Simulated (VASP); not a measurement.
Pb: single point with PBE

The system is Pb.

```
Pb
1.0
     0.00000    2.46980    2.35866
     2.46980    0.00000    2.35866
     2.46980    2.46980    0.00000
Pb
1
Direct
  0.00000 0.00000 0.00000
```

This cell differs from its parent crystal: strain -0.0450 x Voigt [0, 0, 1, 0, 0, 0].

| Quantity | Value |
| --- | --- |
| Program | VASP 6.6.1 |
| Task | single point |
| Functional | PBE |
| Potentials or basis | VASP PAW PBE potentials, release 64 (Pb_d) |
| Cutoff | 520 eV |
| k mesh | 16 × 16 × 16 |
| Occupations | gaussian, width 0.15 eV |
| Spin | no spin polarisation |
| Dipole correction | no |
| Further INCAR settings | ALGO = Normal; EDIFF = 1e-07; NBANDS = 13 |

* Pressure: 5.3 GPa
* Band gap on the k mesh: zero (band 7 reaches 15.66 eV, above the bottom of band 8 at 6.00 eV)

Stress tensor (GPa, compression positive):
```
4.99 0.00 0.00
0.00 4.99 0.00
0.00 0.00 5.95
```

Levels at points of the mesh, in eV from the Fermi level:
```
           k point  band 4  band 5  band 6  band 7  band 8  band 9  band 10  band 11
(0.00, 0.00, 0.00)  -17.02  -16.97  -12.16    7.73    7.84    7.84     9.77    11.99
(0.50, 0.00, 0.00)  -16.85  -16.83   -8.22   -4.51    5.45    6.16     9.34     9.76
(0.50, 0.50, 0.00)  -16.79  -16.79   -6.31   -3.24    1.68    1.68     5.16     6.44
(0.50, 0.00, 0.50)  -16.83  -16.78   -6.86   -3.66    2.13    2.42     5.70     6.97
```

Wall time 44 s on 1 thread of Intel(R) Xeon(R) 6975P-C (Granite Rapids), with other jobs on the host, peak memory 0.25 GiB.

Caveat: the cell differs from its parent crystal (strain -0.0450 x Voigt [0, 0, 1, 0, 0, 0]); spin-orbit coupling is left out, which moves the levels of the heavy elements.
